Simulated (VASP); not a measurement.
# Zn (P6_3/mmc) in VASP: a series of runs

The runs below take Zn through relaxation of cell and atoms, with PBEsol.

Everything below comes from runs of VASP 6.6.1. Logs are shortened: lines on timing, memory, paths and dates and some standing lists are left out, and cuts for length are marked.

## 1. The cell of the first run

The structure is hexagonal, space group P6_3/mmc (No. 194). The conventional cell has a = 2.670 Å, b = 2.670 Å, c = 4.966 Å, α = 90.00°, β = 90.00°, γ = 120.00°. Within 3.5 Å of Zn (site symmetry -6m2) lie 12 Zn at 2.67 to 2.92 Å.

## 2. Relaxation of cell and atoms, PBEsol, target pressure 10 GPa, at which the enthalpy is minimised

Input file INCAR:

```
PREC     = Accurate       # precision mode
ENCUT    = 600            # plane-wave cutoff, eV
EDIFF    = 1E-6           # SCF threshold, eV
ISMEAR   = -1             # smearing method
SIGMA    = 0.05           # smearing width, eV
LREAL    = F              # projectors in reciprocal space
LASPH    = T              # aspherical terms in the spheres
NELM     = 60             # most SCF steps
ALGO     = Fast           # electronic algorithm
ISIF     = 3              # what is computed and relaxed
LWAVE    = F              # write WAVECAR
LCHARG   = F              # write CHGCAR
GGA      = PS             # functional
IBRION   = 2              # ionic algorithm
NSW      = 60             # ionic steps
EDIFFG   = -0.01          # ionic threshold
PSTRESS  = 100.0
```

Input file KPOINTS:

```
Automatic mesh
0
Gamma
  11 11 6
```

Input file POSCAR:

```
Zn
1.0
    2.6700000000      0.0000000000      0.0000000000
   -1.3350000000      2.3122878281      0.0000000000
    0.0000000000      0.0000000000      4.9660000000
Zn
2
Direct
    0.6666666667      0.3333333333      0.7500000000
    0.3333333333      0.6666666667      0.2500000000
```

Potentials or basis: VASP PAW PBE potentials, release 64 (Zn).

The run is started by

```console
> cat potpaw_PBE.64/Zn/POTCAR > POTCAR
> mpirun -np 1 vasp_std > vasp.out
```

OUTCAR:

```text
PREC = Accurate
   ENCUT = 600
   EDIFF = 1E-6
   ISMEAR = -1
   LREAL = F
   LASPH = T
   NELM = 60
   ISIF = 3
   GGA = PS
   IBRION = 2
   NSW = 60
   EDIFFG = -0.01
   PSTRESS = 100.0

 ion  position               nearest neighbor table
   1  0.667  0.333  0.750-   2 2.92   2 2.92   2 2.92   2 2.92   2 2.92   2 2.92
   2  0.333  0.667  0.250-   1 2.92   1 2.92   1 2.92   1 2.92   1 2.92   1 2.92

  LATTYP: Found a hexagonal cell.
 ALAT       =     2.6700000000
 C/A-ratio  =     1.8599250936

  Lattice vectors:

 A1 = (   2.6700000000,   0.0000000000,   0.0000000000)
 A2 = (  -1.3350000000,   2.3122878281,   0.0000000000)
 A3 = (   0.0000000000,   0.0000000000,   4.9660000000)

Analysis of symmetry for initial positions (statically):
=====================================================================
 Subroutine PRICEL returns:
 Original cell was already a primitive cell.

 Routine SETGRP: Setting up the symmetry group for a
 hexagonal supercell.

 Subroutine GETGRP returns: Found 24 space group operations
 (whereof 12 operations were pure point group operations)
 out of a pool of 24 trial point group operations.

The static configuration has the point symmetry D_3d.
 The point group associated with its full space group is D_6h.

Analysis of symmetry for dynamics (positions and initial velocities):
=====================================================================
 Subroutine PRICEL returns:
 Original cell was already a primitive cell.

 Routine SETGRP: Setting up the symmetry group for a
 hexagonal supercell.

 Subroutine GETGRP returns: Found 24 space group operations
 (whereof 12 operations were pure point group operations)
 out of a pool of 24 trial point group operations.

The dynamic configuration has the point symmetry D_3d.
 The point group associated with its full space group is D_6h.

 Subroutine INISYM returns: Found 24 space group operations
 (whereof 12 operations are pure point group operations),
 and found     1 'primitive' translations

----------------------------------------------------------------------------------------

                                     Primitive cell

[... 99 lines left out ...]
   TEBEG  =    0.0;   TEEND  =   0.0 temperature during run
   PSTRESS=  100.0 pullay stress
   NELECT =      24.0000    total number of electrons
   NUPDOWN=      -1.0000    fix difference up-down
   EMIN   =  10.00;   EMAX   =-10.00  energy-range for DOS
   EFERMI =   0.00;   METHOD = LEGACY
   ISMEAR =    -1;   SIGMA  =   0.05  broadening in eV -4-tet -1-fermi 0-gaus
   EFERMI_NEDOS =   21; number of points for ismear=-14 and -15
   IALGO  =     68    algorithm
   IMIX   =      4    mixing-type and parameters
     AMIX     =   0.40;   BMIX     =  1.00
     AMIX_MAG =   1.60;   BMIX_MAG =  1.00
  volume/ion in A,a.u.               =      15.33       103.45
  Fermi-wavevector in a.u.,A,eV,Ry     =   1.508778  2.851177 30.972445  2.276410
  Thomas-Fermi vector in A             =   2.619187
   LORBIT       =      0    0 simple, 1 ext, 2 COOP (PROOUT), +10 PAW based schemes
   GGA     = PS    functional components
   LHFCALC =     F    Hartree Fock is set to
   AEXX    =    0.0000 exact exchange contribution
   IVDW    =     0    specifies the selected vdW correction
   LEPSILON=     F    determine dielectric tensor
   LRPA    =     F    only Hartree local field effects (RPA)
 conjugate gradient relaxation of ions
 non-spin polarized calculation
 RMM-DIIS sequential band-by-band and
  energy-cutoff  :      600.00
  volume of cell :       30.66
 maximum number of plane-waves:      1052
 NGX is ok and might be reduce to    24
   NGX = 11   NGY = 11   NGZ = 19

--------------------------------------- Ionic step        1  -------------------------------------------

 number of electron      24.0000003 magnetization

 Free energy of the ion-electron system (eV)
  ---------------------------------------------------
  ext. energy  EPLUGINS =         0.00000000
  ---------------------------------------------------
  free energy    TOTEN  =        -3.11898709 eV

  energy without entropy =       -3.11426411  energy(sigma->0) =       -3.11662560

------------------------ aborting loop because EDIFF is reached ----------------------------------------

  FORCE on cell =-STRESS in cart. coord.  units (eV):
  Direction    XX          YY          ZZ          XY          YZ          ZX
  --------------------------------------------------------------------------------------
  -------------------------------------------------------------------------------------
  Total       -0.8985212     -0.8985212     -0.9156517     -0.0000000     -0.0000000      0.0000000
  in kB      -46.9546978    -46.9546978    -47.8498959     -0.0000000     -0.0000000      0.0000000
  external PRESSURE =    -147.2530972 kB  Pullay stress =     100.0000000 kB
[... 97 lines left out ...]
  energy  without entropy=       -3.0800169466  energy(sigma->0) =       -3.08211999

  enthalpy is  TOTEN    =        -1.4532945979 eV   P V=        1.6309284417

[... ionic steps 4 to 14 ...]

--------------------------------------- Ionic step       15  -------------------------------------------

 number of electron      24.0000003 magnetization

------------------------ aborting loop because EDIFF is reached ----------------------------------------
[... 71 lines left out ...]
--------------------------------------- Ionic step       17  -------------------------------------------

 number of electron      24.0000002 magnetization

 Free energy of the ion-electron system (eV)
  ---------------------------------------------------
  ext. energy  EPLUGINS =         0.00000000
  ---------------------------------------------------
  free energy    TOTEN  =        -3.12100979 eV

  energy without entropy =       -3.11819372  energy(sigma->0) =       -3.11960175

 E-fermi :   4.5106     XC(G=0): -12.6170

 val. band max:        4.4755542932   @ k =   0.4545   0.0909   0.5000
 cond. band min:       4.5322870986   @ k =   0.4545   0.0000   0.3333
 fundamental gap:      0.0567328055
 Fermi energy:         4.5105522800

 k-point     1 :       0.0000    0.0000    0.0000
  band No.  band energies     occupation
      1      -7.6002      2.00000
      2      -4.9997      2.00000
      3      -3.9645      2.00000
      4      -3.8778      2.00000
      5      -3.8778      2.00000
      6      -3.7625      2.00000
[... 433 lines left out ...]
      3      -4.1648      2.00000
      4      -4.0916      2.00000
      5      -3.9323      2.00000
      6      -3.7562      2.00000
[... 8 lines left out ...]
     15      14.2832      0.00000
     16      17.2438      0.00000

 [... further k-points ...]
[... 5 lines left out ...]
  --------------------------------------------------------------------------------------
  -------------------------------------------------------------------------------------
  Total        1.6212796      1.6212796      1.6079407      0.0000000      0.0000000      0.0000000
  in kB      100.8518700    100.8518700    100.0221194      0.0000000      0.0000000      0.0000000
  external PRESSURE =       0.5752864 kB  Pullay stress =     100.0000000 kB
[... 21 lines left out ...]
  energy  without entropy=       -3.1181937164  energy(sigma->0) =       -3.11960175

  enthalpy is  TOTEN    =        -1.5134246994 eV   P V=        1.6075850859

 reached required accuracy - stopping structural energy minimisation
```

CONTCAR:

```text
Zn
   1.00000000000000
     2.6189092598727255    0.0000000000000000   -0.0000000000000000
    -1.3094546299363627    2.2680419492485240   -0.0000000000000000
     0.0000000000000000   -0.0000000000000000    4.3362370583779519
  Zn
     2
Direct
     0.6666666667000030    0.3333333332999970    0.7500000000000000
     0.3333333332999970    0.6666666667000030    0.2500000000000000

  0.00000000E+00  0.00000000E+00  0.00000000E+00
  0.00000000E+00  0.00000000E+00  0.00000000E+00
```

Run time: 2.1 min. Hardware: 1 thread of Intel Xeon 6975P-C (Granite Rapids), shared host; peak memory 0.18 GiB.

What came out:

```
Free energy                                            : -3.1210 eV
Relaxed volume                                         : 12.88 Å³/atom
Relaxed cell                                           : a = 2.619 Å, b = 2.619 Å, c = 4.336 Å, α = 90.00°, β = 90.00°, γ = 120.00°
Space group after relaxing (to 0.05 Å)                 : P6_3/mmc (No. 194)
Energy change on relaxing (the enthalpy is what falls) : -1.0 meV/atom
Ionic steps                                            : 17
Pressure after relaxing                                : 10.1 GPa
Band gap on the k mesh                                 : zero (band 12 reaches 5.75 eV, above the bottom of band 13 at 2.89 eV)
```

Stress tensor (GPa, compression positive):
```
10.09  0.00  0.00
 0.00 10.09  0.00
 0.00  0.00 10.00
```

The path:
```tsv
step	energy change (eV)	largest force (eV/Å)	pressure (GPa)	volume (Å³)
1	0.0000	0.0000	-4.73	30.66
2	0.1506	0.0000	18.05	24.82
3	0.0348	0.0000	10.41	26.13
4	0.0287	0.0000	9.83	26.23
5	0.0189	0.0000	9.98	26.03
6	0.0251	0.0000	11.90	25.36
7	-0.0226	0.0000	7.92	26.15
8	0.0015	0.0000	9.55	25.70
9	0.0055	0.0000	10.39	25.64
10	0.0037	0.0000	10.47	25.67
11	0.0026	0.0000	10.31	25.68
12	0.0020	0.0000	10.20	25.69
13	0.0005	0.0000	10.45	25.72
14	-0.0012	0.0000	9.84	25.74
15	0.0002	0.0000	9.51	25.72
16	0.0005	0.0000	10.08	25.72
17	-0.0020	0.0000	10.06	25.76
```

Final structure:
```
Zn
1.0
     2.61891    0.00000    0.00000
    -1.30945    2.26804    0.00000
     0.00000    0.00000    4.33624
Zn
2
Direct
  0.66667 0.33333 0.75000
  0.33333 0.66667 0.25000
```

Caveat: the cell is relaxed towards a set pressure, so the enthalpy falls and the energy may rise; the volume moved by over 15 % at a fixed basis, so the end points are rough; the PAW data sets were made with another functional, which shifts forces and pressure a little.

## 3. Relaxation of cell and atoms, PBEsol, target pressure 20 GPa, at which the enthalpy is minimised

Input file INCAR:

```
SYSTEM = Zn
PREC = Accurate
ENCUT = 600
EDIFF = 1E-7
ISMEAR = -1
SIGMA = 0.05
LREAL = .False.
LASPH = .True.
NELM = 100
ALGO = Normal
ISIF = 3
LWAVE = .False.
LCHARG = .False.
GGA = PS
IBRION = 2
NSW = 60
EDIFFG = -0.01
PSTRESS = 200.0
```

Input file KPOINTS:

```
regular mesh
0
Gamma
  11 11 6
  0 0 0
```

POSCAR is that of step 2.

Potentials or basis: VASP PAW PBE potentials, release 64 (Zn).

The run is started by

```console
> cat potpaw_PBE.64/Zn/POTCAR > POTCAR
> mpirun -np 1 vasp_std > vasp.out
```

Wall time 1.9 min (1 thread of Intel Xeon 6975P-C (Granite Rapids), shared host); peak memory 0.18 GiB.

Results (log left out):

| Item | Value |
| --- | --- |
| Free energy | -2.9773 eV |
| Relaxed volume | 12.09 Å³/atom |
| Relaxed cell | a = 2.562 Å, b = 2.562 Å, c = 4.253 Å, α = 90.00°, β = 90.00°, γ = 120.00° |
| Space group after relaxing (to 0.05 Å) | P6_3/mmc (No. 194) |
| Energy change on relaxing (the enthalpy is what falls) | +70.9 meV/atom |
| Ionic steps | 13 |
| Pressure after relaxing | 20.1 GPa |
| Band gap on the k mesh | zero (band 12 reaches 6.33 eV, above the bottom of band 13 at 3.53 eV) |

The path:
| step | energy change (eV) | largest force (eV/Å) | pressure (GPa) | volume (Å³) |
| --- | --- | --- | --- | --- |
| 1 | 0.0000 | 0.0000 | -5.36 | 30.66 |
| 2 | 0.9912 | 0.0000 | 59.56 | 21.10 |
| 3 | 0.1618 | 0.0000 | 19.19 | 24.73 |
| 4 | 0.1753 | 0.0000 | 19.97 | 24.62 |
| 5 | 0.1618 | 0.0000 | 20.22 | 24.36 |
| 6 | 0.2077 | 0.0000 | 23.86 | 23.72 |
| 7 | 0.1677 | 0.0000 | 21.19 | 24.00 |
| 8 | 0.1774 | 0.0000 | 21.93 | 23.91 |
| 9 | 0.1795 | 0.0000 | 22.13 | 23.89 |
| 10 | 0.0996 | 0.0000 | 17.36 | 24.54 |
| 11 | 0.1420 | 0.0000 | 19.98 | 24.17 |
| 12 | 0.1413 | 0.0000 | 19.95 | 24.18 |
| 13 | 0.1417 | 0.0000 | 20.09 | 24.18 |

Final structure:
```
CELL_PARAMETERS angstrom
2.56202 0.00000 0.00000
-1.28101 2.21877 0.00000
0.00000 0.00000 4.25307
ATOMIC_POSITIONS crystal
Zn 0.66667 0.33333 0.75000
Zn 0.33333 0.66667 0.25000
```

Levels at points of the mesh, in eV from the Fermi level:
| k point | band 9 | band 10 | band 11 | band 12 | band 13 | band 14 | band 15 | band 16 |
| --- | --- | --- | --- | --- | --- | --- | --- | --- |
| (0.00, 0.00, 0.00) | -8.38 | -7.87 | -7.87 | -4.58 | -1.66 | 17.62 | 17.62 | 18.89 |
| (0.00, 0.00, 0.50) | -8.03 | -8.03 | -8.03 | -8.03 | 7.66 | 7.66 | 19.66 | 19.66 |

Caveat: the cell is relaxed towards a set pressure, so the enthalpy falls and the energy may rise; the volume moved by over 15 % at a fixed basis, so the end points are rough; the PAW data sets were made with another functional, which shifts forces and pressure a little.

## 4. Relaxation of cell and atoms, PBEsol, target pressure 30 GPa, at which the enthalpy is minimised

Input file INCAR:

```
SYSTEM = Zn
ALGO = Normal
EDIFF = 1E-7
EDIFFG = -0.01
ENCUT = 600
GGA = PS
IBRION = 2
ISIF = 3
ISMEAR = -1
LASPH = .TRUE.
LCHARG = .FALSE.
LREAL = .FALSE.
LWAVE = .FALSE.
NELM = 100
NSW = 60
PREC = Accurate
PSTRESS = 300.0
SIGMA = 0.05
```

Input file KPOINTS:

```
k-points
0
G
  11 11 6
  0 0 0
```

POSCAR is that of step 3.

The run is started by

```console
> cat potpaw_PBE.64/Zn/POTCAR > POTCAR
> mpirun -np 1 vasp_std > vasp.out
```

Wall time 2.1 min (1 thread of Intel Xeon 6975P-C (Granite Rapids), shared host); peak memory 0.18 GiB.

The run converged. Its results:

```yaml
Free_energy: -2.7973 eV
Relaxed_volume: 11.51 Å³/atom
Relaxed_cell: a = 2.517 Å, b = 2.517 Å, c = 4.196 Å, α = 90.00°, β = 90.00°, γ = 120.00°
Space_group_after_relaxing_to_0.05_Å: P6_3/mmc (No. 194)
Energy_change_on_relaxing_the_enthalpy_is_what_falls: +160.8 meV/atom
Ionic_steps: 13
Pressure_after_relaxing: 30.0 GPa
Band_gap_on_the_k_mesh: zero (band 12 reaches 6.80 eV, above the bottom of band 13 at 4.03 eV)
```

Stress tensor (GPa, compression positive):
```
30.08  0.00  0.00
 0.00 30.08  0.00
 0.00  0.00 29.87
```

Step by step:
```
step  energy change (eV)  largest force (eV/Å)  pressure (GPa)  volume (Å³)
   1              0.0000                0.0000           -5.36        30.66
   2              2.8086                0.0000          135.79        17.96
   3              0.2969                0.0000           26.83        23.78
   4              0.3393                0.0000           29.07        23.54
   5              0.3633                0.0000           30.31        23.41
   6              0.3466                0.0000           30.52        23.10
   7              0.6540                0.0000           43.71        21.93
   8              0.4104                0.0000           34.57        22.60
   9              0.3660                0.0000           32.31        22.79
  10              0.3712                0.0000           32.59        22.76
  11              0.2525                0.0000           26.32        23.41
  12              0.3207                0.0000           29.97        23.02
  13              0.3217                0.0000           30.01        23.01
```

Final structure:
```yaml
crystal:
  lattice:
    - [2.51654, 0.00000, 0.00000]
    - [-1.25827, 2.17939, 0.00000]
    - [0.00000, 0.00000, 4.19585]
  atoms:
    - { symbol: Zn, position: [0.66667, 0.33333, 0.75000] }
    - { symbol: Zn, position: [0.33333, 0.66667, 0.25000] }
```

Levels at points of the mesh, in eV from the Fermi level:
| k point | band 10 | band 11 | band 12 | band 13 | band 14 | band 15 |
| --- | --- | --- | --- | --- | --- | --- |
| (0.00, 0.00, 0.00) | -8.04 | -8.04 | -4.94 | -1.67 | 18.34 | 18.34 |
| (0.00, 0.00, 0.50) | -8.22 | -8.22 | -8.22 | 7.77 | 7.77 | 20.06 |

Caveat: the cell is relaxed towards a set pressure, so the enthalpy falls and the energy may rise; the volume moved by over 15 % at a fixed basis, so the end points are rough; the PAW data sets were made with another functional, which shifts forces and pressure a little.

## 5. Summary

```csv
cell,gap on the mesh (eV),pressure (GPa)
relaxed to 10 GPa,none,10.1
relaxed to 20 GPa,none,20.1
relaxed to 30 GPa,none,30.0
```

Alike in all rows: task relaxation of cell and atoms; level PBEsol; potentials or basis VASP PAW PBE potentials, release 64 (Zn); no spin polarisation; k mesh 11 × 11 × 6; cutoff (eV) 600; smearing fermi-dirac 0.05 eV.

Caveats: the cell is relaxed towards a set pressure, so the enthalpy falls and the energy may rise; the volume moved by over 15 % at a fixed basis, so the end points are rough; the PAW data sets were made with another functional, which shifts forces and pressure a little.

Absolute energies hang on the potentials; compare differences alone.
